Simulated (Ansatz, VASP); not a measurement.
One calculation of InSb, two programs

```
CELL_PARAMETERS angstrom
0.00000 3.42451 3.42451
3.42451 0.00000 3.42451
3.42451 3.42451 0.00000
ATOMIC_POSITIONS crystal
In 0.00000 0.00000 0.00000
Sb 0.25000 0.25000 0.25000
```

Alike in both runs: task single point; functional PBE; k mesh 12 × 12 × 12; occupations gaussian, width 0.1 eV; no spin polarisation.

```csv
,VASP,Ansatz
version,VASP 6.6.1,Ansatz 0.2.0
potentials or method,"VASP PAW PBE potentials, release 64 (In_d, Sb), cutoff 520 eV","scalar-relativistic, plane waves, PAW"
valence electrons in the cell,18,28
```

|  | VASP | Ansatz | Ansatz less VASP |
| --- | --- | --- | --- |
| gap on the k mesh at the Fermi level (eV) | none | none | - |
| pressure (GPa) | -2.8 | -2.8 | +0.02 |

A gap of «none» marks a metal or a gap that the smearing closes. VASP's potentials hold 18 valence electrons a cell and Ansatz's 28, so a difference there can come from the potentials and not from the codes.

Neither program's run includes spin-orbit coupling.
